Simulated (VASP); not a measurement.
A run of VASP 6.6.1 is set up as follows.

File POSCAR:

```
SiC
1.0
    0.0000000000      2.2325986101      2.2870522348
    2.2325986101      0.0000000000      2.2870522348
    2.2325986101      2.2325986101      0.0000000000
Si C
1 1
Direct
    0.0000000000      0.0000000000      0.0000000000
    0.7500000000      0.7500000000      0.7500000000
```

INCAR.step1

```
SYSTEM = SiC
PREC = Accurate ; ENCUT = 520
ISMEAR = 0 ; SIGMA = 0.05
LREAL = .False. ; LASPH = .True.
NELM = 100 ; NBANDS = 11
GGA = PE ; ALGO = Normal
EDIFF = 1E-4 ; LWAVE = .True.
LCHARG = .False.
```

The input INCAR.step2:

```
SYSTEM = SiC
PREC = Accurate ; ENCUT = 520
EDIFF = 1E-7 ; ISMEAR = 0
SIGMA = 0.05 ; LREAL = .False.
LASPH = .True. ; NELM = 100
ALGO = Normal ; ISIF = 2
LWAVE = .False. ; LCHARG = .False.
METAGGA = R2SCAN ; LMIXTAU = .True.
NBANDS = 11 ; ISTART = 1
```

File KPOINTS:

```
Automatic mesh
0
Gamma
  10 10 10
  0 0 0
```

Potentials or basis: VASP PAW PBE potentials, release 64 (Si, C).

Run with:

```sh
$ cat potpaw_PBE.64/Si/POTCAR potpaw_PBE.64/C/POTCAR > POTCAR
$ cp INCAR.step1 INCAR
$ mpirun -np 1 vasp_std > vasp.out
$ cp INCAR.step2 INCAR
$ mpirun -np 1 vasp_std > vasp.out
```

(1) Predict the pressure.

(2) Estimate the band gap on the k mesh.

Results:

(1) -18.5 GPa.

(2) 1.65 eV, indirect (least direct gap 4.90 eV).

Caveat: the cell differs from its parent crystal (strain +0.025 along x and y, +0.050 along z); the PAW data sets were made with another functional, which shifts forces and pressure a little.
